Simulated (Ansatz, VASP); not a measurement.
One calculation of Yb, two programs

The input INCAR:

```
  PREC = Accurate
  ENCUT = 520
  EDIFF = 1E-8
  ISMEAR = -1
  SIGMA = 0.05
  LREAL = F
  LASPH = T
  NELM = 100
  ALGO = Normal
  ISIF = 2
  LWAVE = F
  LCHARG = F
  GGA = PS
  LEFG = T
  NBANDS = 18
```

Contents of KPOINTS:

```
regular mesh
0
Gamma
  12 12 12
```

File POSCAR:

```
Yb
1.0
   -2.1097026539      2.1097026539      2.2375423200
    2.1097026539     -2.1097026539      2.2375423200
    2.1097026539      2.1097026539     -2.2375423200
Yb
1
Direct
    0.0000000000      0.0000000000      0.0000000000
```

Input for Ansatz:

```yaml
crystal:
  lattice:
    - [-2.1097026539, 2.1097026539, 2.23754232]
    - [2.1097026539, -2.1097026539, 2.23754232]
    - [2.1097026539, 2.1097026539, -2.23754232]
  atoms:
    - { symbol: Yb, position: [0.0, 0.0, 0.0] }
kpoints:
  mp_grid: { grid: [12, 12, 12] }
scf:
  occupations: { method: fermi_dirac, width: 0.05 }
hamiltonian:
  xc: pbesol
  pseudopotentials: { kind: all_electron, datasets: crystal }
output:
  forces: true
  stress: true
  eigenvalues: true
  efg: { contact_densities: true }
```

Change from the starting cell: z stretched by +4 % at fixed volume, crystal datasets.

Alike in both runs: task electric field gradients; functional PBEsol; k mesh 12 × 12 × 12; occupations fermi-dirac, width 0.05 eV; no spin polarisation.

|  | VASP | Ansatz |
| --- | --- | --- |
| version | VASP 6.6.1 | Ansatz 0.2.0 |
| potentials or method | VASP PAW PBE potentials, release 64 (Yb), cutoff 520 eV | all-electron PAW with datasets made for the crystal, scalar-relativistic |

|  | VASP | Ansatz | Ansatz less VASP |
| --- | --- | --- | --- |
| pressure (GPa) | -3.5 | -3.4 | +0.13 |
| traceless stress, the component that is largest in VASP (GPa) | -0.12 | -0.10 | +0.020 |
| size of Vzz on the site where it differs most (V/Å²) | 3.5 | 3.5 | 0.00 |

VASP's potentials were made for PBE, not for PBEsol. Ansatz ran all-electron here, and VASP with PAW potentials.

Spin-orbit coupling is off throughout.
